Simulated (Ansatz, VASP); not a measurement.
## One calculation of Al3GaN4, two programs

```
CELL_PARAMETERS angstrom
4.40124 0.00000 0.00000
0.00000 4.40124 0.00000
0.00000 0.00000 4.40124
ATOMIC_POSITIONS crystal
Al 0.50000 0.50000 0.00000
Al 0.50000 0.00000 0.50000
Al 0.00000 0.50000 0.50000
Ga 0.00000 0.00000 0.00000
N 0.74446 0.74446 0.25554
N 0.74446 0.25554 0.74446
N 0.25554 0.74446 0.74446
N 0.25554 0.25554 0.25554
```

Alike in both runs: functional r2SCAN; k mesh 6 × 6 × 6; occupations gaussian, width 0.02 eV; no spin polarisation.

Ansatz relaxed the structure, and its values are those at the end. VASP's run is a single point on that final structure, the one shown.

|  | VASP | Ansatz |
| --- | --- | --- |
| version | VASP 6.6.1 | Ansatz 0.2.0 |
| potentials or method | VASP PAW PBE potentials, release 64 (Al, Ga_d, N_h), cutoff 910 eV | scalar-relativistic, plane waves, PAW |
| valence electrons in the cell | 42 | 42 |

```csv
,VASP,Ansatz,Ansatz less VASP
gap on the k mesh at the Fermi level (eV),4.00,4.01,+0.004
least direct gap on the mesh (eV),4.00,4.01,+0.004
rms of the force components (eV/Å),0.031,0.000,-0.0310
```

VASP's potentials were made for PBE, not for r2SCAN. With one functional, cell and mesh, what is left measures potentials, basis and numerics.

Noted on VASP's run: the cutoff is short for stress, so the pressure is rough.
